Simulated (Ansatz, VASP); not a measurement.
## Two plane-wave programs on AlN

The input INCAR:

```
SYSTEM = AlN
PREC = Accurate ; ENCUT = 520
EDIFF = 1E-6 ; ISMEAR = -1
SIGMA = 0.02 ; LREAL = .FALSE.
LASPH = .TRUE. ; NELM = 100
ALGO = Normal ; ISIF = 2
LWAVE = .FALSE. ; LCHARG = .FALSE.
GGA = PE ; NBANDS = 11
```

Contents of KPOINTS:

```
Automatic mesh
0
G
  10 10 10
  0 0 0
```

POSCAR

```
AlN
1.0
    0.0000000000      2.2115319131      2.2115319131
    2.2115319131      0.0000000000      2.2115319131
    2.2115319131      2.2115319131      0.0000000000
Al N
1 1
Direct
    0.0000000000      0.0000000000      0.0000000000
    0.2500000000      0.2500000000      0.2500000000
```

Input for Ansatz:

```yaml
crystal:
  lattice:
    - [0.0, 2.2115319131, 2.2115319131]
    - [2.2115319131, 0.0, 2.2115319131]
    - [2.2115319131, 2.2115319131, 0.0]
  atoms:
    - { symbol: Al, position: [0.0, 0.0, 0.0] }
    - { symbol: "N", position: [0.25, 0.25, 0.25] }
kpoints:
  mp_grid: { grid: [10, 10, 10] }
  band_path:
    path:
      - [0.0, 0.0, 0.0]
      - [-0.5, -0.5, 0.0]
      - [-0.375, -0.375, 0.25]
      - [-0.375, 0.0, 0.375]
      - [0.0, 0.0, 0.5]
      - [-0.5, -0.25, 0.25]
    npoints: 1
hamiltonian:
  xc: pbe
scf:
  occupations: { method: fermi_dirac, width: 0.02 }
  n_extra_bands: 4
output:
  forces: true
  stress: true
  eigenvalues: true
```

Change from the starting cell: hydrostatic strain +1.2%.

Alike in both runs: task single point; functional PBE; k mesh 10 × 10 × 10; occupations fermi-dirac, width 0.02 eV; no spin polarisation.

```csv
,VASP,Ansatz
version,VASP 6.6.1,Ansatz 0.2.0
potentials or method,"VASP PAW PBE potentials, release 64 (Al, N)","plane waves, PAW"
plane-wave cutoff (eV),520,420
valence electrons in the cell,8,8
```

|  | VASP | Ansatz | Ansatz less VASP |
| --- | --- | --- | --- |
| gap on the k mesh at the Fermi level (eV) | 3.30 | 3.30 | +0.007 |
| pressure (GPa) | -2.8 | -2.5 | +0.29 |
